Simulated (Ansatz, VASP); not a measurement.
## MgSe in VASP and in Ansatz

Contents of INCAR:

```
PREC = Accurate ; ENCUT = 600
EDIFF = 1E-6 ; ISMEAR = 0
SIGMA = 0.02 ; LREAL = F
LASPH = T ; NELM = 120
ALGO = Normal ; ISIF = 2
LWAVE = F ; LCHARG = F
GGA = PS ; NBANDS = 11
GGA_COMPAT = F
```

The input KPOINTS:

```
Automatic mesh
0
Gamma
  10 10 10
```

File POSCAR:

```
MgSe
1.0
    0.0000000000      2.6943240946      2.6943240946
    2.6943240946      0.0000000000      2.6943240946
    2.6943240946      2.6943240946      0.0000000000
Mg Se
1 1
Direct
    0.0000000000      0.0000000000      0.0000000000
    0.5000000000      0.5000000000      0.5000000000
```

Input for Ansatz:

```yaml
crystal:
  lattice:
    - [0.0, 2.6943240946, 2.6943240946]
    - [2.6943240946, 0.0, 2.6943240946]
    - [2.6943240946, 2.6943240946, 0.0]
  atoms:
    - { symbol: Mg, position: [0.0, 0.0, 0.0] }
    - { symbol: Se, position: [0.5, 0.5, 0.5] }
basis:
  ecutwfc: 420
kpoints:
  mp_grid: { grid: [10, 10, 10] }
hamiltonian:
  xc: pbesol
scf:
  occupations: { method: gaussian, width: 0.02 }
output:
  forces: true
  stress: true
  eigenvalues: true
```

Alike in both runs: task single point; functional PBEsol; k mesh 10 × 10 × 10; occupations gaussian, width 0.02 eV; no spin polarisation.

|  | VASP | Ansatz |
| --- | --- | --- |
| version | VASP 6.6.1 | Ansatz 0.2.0 |
| potentials or method | VASP PAW PBE potentials, release 64 (Mg, Se), cutoff 600 eV | scalar-relativistic, plane waves, PAW |
| valence electrons in the cell | 8 | 26 |

```tsv
	VASP	Ansatz	Ansatz less VASP
gap on the k mesh at the Fermi level (eV)	1.82	1.83	+0.012
least direct gap on the mesh (eV)	2.74	2.73	-0.003
pressure (GPa)	2.3	2.3	+0.04
```

VASP's potentials were made for PBE, not for PBEsol. VASP's potentials hold 8 valence electrons a cell and Ansatz's 26, so a difference there can come from the potentials and not from the codes.
